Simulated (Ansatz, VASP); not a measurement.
One calculation of ZnSe, two programs

```
Zn Se
1.0
     0.00000    2.66089    2.66089
     2.66089    0.00000    2.66089
     2.66089    2.66089    0.00000
Zn Se
1 1
Cartesian
  0.0000 0.0000 0.0000
  1.3304 1.3304 1.3304
```

Change from the starting cell: volume scaled by 0.8, PAW files.

Alike in both runs: task single point; functional PBE; k mesh 11 × 11 × 11; occupations fermi-dirac, width 0.1 eV; no spin polarisation.

|  | VASP | Ansatz |
| --- | --- | --- |
| version | VASP 6.6.1 | Ansatz 0.2.0 |
| potentials or method | VASP PAW PBE potentials, release 64 (Zn, Se) | PAW with Ansatz's default frozen-core files, scalar-relativistic |
| plane-wave cutoff (eV) | 520 | 420 |
| valence electrons in the cell | 18 | 28 |

VASP gave:

```
pressure (GPa) : 21.5
```

Q: Which values does Ansatz return?

A: Pressure (GPa): 21.0.

The functional is the same, so the differences come from potentials, cutoffs and numerics. VASP's potentials hold 18 valence electrons a cell and Ansatz's 28, so a difference there can come from the potentials and not from the codes.
